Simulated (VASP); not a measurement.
Set up this calculation in VASP 6.6.1, as the native input.

```
Task                   : single point
Functional             : LDA
Potentials or basis    : VASP PAW LDA potentials, release 64 (Sc_sv, F)
Cutoff                 : 520 eV
k mesh                 : 6 × 6 × 6
Occupations            : gaussian, width 0.05 eV
Spin                   : no spin polarisation
Dipole correction      : no
Further INCAR settings : ALGO = Normal; EDIFF = 1e-06; NBANDS = 24
```

The structure of ScF3 lies in POSCAR:

```
ScF3
1.0
    4.0124500000      0.0000000000      0.0000000000
    0.0000000000      4.0124500000      0.0000000000
    0.0000000000      0.0000000000      4.0124500000
Sc F
1 3
Direct
    0.0000000000      0.0000000000      0.0000000000
    0.4813081783      0.0000000000      0.0000000000
   -0.0186918217      0.5000000000      0.0000000000
   -0.0186918217      0.0000000000      0.5000000000
```

This cell differs from its parent crystal: all F atoms moved +0.075 Å, as atom 2 towards its neighbour atom 1 (Sc) at 2.006 Å.

One way to write it, as run:

INCAR

```
SYSTEM = ScF3
PREC     = Accurate       ! precision mode
ENCUT    = 520            ! plane-wave cutoff, eV
EDIFF    = 1E-6           ! SCF threshold, eV
ISMEAR   = 0              ! smearing method
SIGMA    = 0.05           ! smearing width, eV
LREAL    = .FALSE.        ! projectors in reciprocal space
LASPH    = .TRUE.         ! aspherical terms in the spheres
NELM     = 100            ! most SCF steps
ALGO     = Normal         ! electronic algorithm
ISIF     = 2              ! what is computed and relaxed
LWAVE    = .FALSE.        ! write WAVECAR
LCHARG   = .FALSE.        ! write CHGCAR
GGA      = CA             ! functional
NBANDS   = 24             ! bands
```

KPOINTS

```
Automatic mesh
0
G
  6 6 6
  0 0 0
```

Potentials or basis: VASP PAW LDA potentials, release 64 (Sc_sv, F).

Launch:

```console
$ cat potpaw_LDA.64/Sc_sv/POTCAR potpaw_LDA.64/F/POTCAR > POTCAR
$ mpirun -np 1 vasp_std > vasp.out
```

It gave:

| Quantity | Value |
| --- | --- |
| Pressure | -2.0 GPa |
| Largest force | 0.742 eV/Å |
| Band gap on the k mesh | 6.19 eV, indirect (least direct gap 6.74 eV) |

Caveat: the cell differs from its parent crystal (all F atoms moved +0.075 Å, as atom 2 towards its neighbour atom 1 (Sc) at 2.006 Å).

Run time: 39 s on 1 thread of Intel(R) Xeon(R) Platinum 8488C (Sapphire Rapids) (shared host), peak memory 0.17 GiB.
